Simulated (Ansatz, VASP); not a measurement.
# Li2Se: VASP beside Ansatz

The input INCAR:

```
SYSTEM = Li2Se
PREC = Accurate ; ENCUT = 750
EDIFF = 1E-6 ; ISMEAR = 0
SIGMA = 0.05 ; LREAL = .False.
LASPH = .True. ; NELM = 120
ALGO = Normal ; ISIF = 2
LWAVE = .False. ; LCHARG = .False.
GGA = CA ; NBANDS = 13
GGA_COMPAT = .False.
```

Contents of KPOINTS:

```
Automatic mesh
0
Gamma
  8 8 8
  0 0 0
```

POSCAR

```
Li2Se
1.0
    0.0000000000      3.0025000000      3.0025000000
    3.0025000000      0.0000000000      3.0025000000
    3.0025000000      3.0025000000      0.0000000000
Li Se
2 1
Direct
    0.2500000000      0.2500000000      0.2500000000
    0.7500000000      0.7500000000      0.7500000000
    0.0000000000      0.0000000000      0.0000000000
```

Input for Ansatz:

```yaml
crystal:
  lattice:
    - [0.0, 3.0025, 3.0025]
    - [3.0025, 0.0, 3.0025]
    - [3.0025, 3.0025, 0.0]
  atoms:
    - { symbol: Li, position: [0.25, 0.25, 0.25] }
    - { symbol: Li, position: [0.75, 0.75, 0.75] }
    - { symbol: Se, position: [0.0, 0.0, 0.0] }
basis:
  ecutwfc: 420
kpoints:
  mp_grid: { grid: [8, 8, 8] }
hamiltonian:
  xc: lda
scf:
  occupations: { method: gaussian, width: 0.05 }
output:
  forces: true
  stress: true
  eigenvalues: true
```

Alike in both runs: task single point; functional LDA; k mesh 8 × 8 × 8; occupations gaussian, width 0.05 eV; no spin polarisation.

```csv
,VASP,Ansatz
version,VASP 6.6.1,Ansatz 0.2.0
potentials or method,"VASP PAW LDA potentials, release 64 (Li_sv, Se), cutoff 750 eV","scalar-relativistic, plane waves, PAW"
valence electrons in the cell,12,22
```

```tsv
	VASP	Ansatz	Ansatz less VASP
gap on the k mesh at the Fermi level (eV)	2.81	2.81	+0.004
least direct gap on the mesh (eV)	3.21	3.19	-0.017
pressure (GPa)	-2.6	-2.6	+0.01
```

LDA's correlation is that of Perdew and Zunger in VASP and of Perdew and Wang (1992) in Ansatz. VASP's potentials hold 12 valence electrons a cell and Ansatz's 22, so a difference there can come from the potentials and not from the codes.
